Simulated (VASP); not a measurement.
Input of a VASP 6.6.1 run:

Contents of INCAR:

```
PREC = Accurate
ENCUT = 520
EDIFF = 1E-6
ISMEAR = 0
SIGMA = 0.1
LREAL = F
LASPH = T
NELM = 80
ALGO = Normal
ISIF = 2
LWAVE = F
LCHARG = F
GGA = PS
NBANDS = 18
```

KPOINTS

```
Automatic mesh
0
Gamma
  28 28 28
```

Contents of POSCAR:

```
Si2Mo
1.0
   -1.5951907422      1.5951907422      3.9106688840
    1.5951907422     -1.5951907422      3.9106688840
    1.5951907422      1.5951907422     -3.9106688840
Si Mo
2 1
Direct
    0.6649355265      0.6649355265      0.0000000000
    0.3350644735      0.3350644735      0.0000000000
    0.0000000000      0.0000000000      0.0000000000
```

Potentials or basis: VASP PAW PBE potentials, release 64 (Si, Mo_sv).

Run with:

```bash
$ cat potpaw_PBE.64/Si/POTCAR potpaw_PBE.64/Mo_sv/POTCAR > POTCAR
$ mpirun -np 1 vasp_std > vasp.out
```

Question: Estimate the pressure.

Answer: 0.3 GPa.

Question: Estimate the band gap on the k mesh.

Answer: Zero (bands 11 and 12 overlap by 0.95 eV).

Forces in eV/Å, atoms in the order of the input:
```
Si   0.000  0.000  0.003
Si   0.000  0.000 -0.003
Mo   0.000  0.000  0.000
```

Caveat: the PAW data sets were made with another functional, which shifts forces and pressure a little.
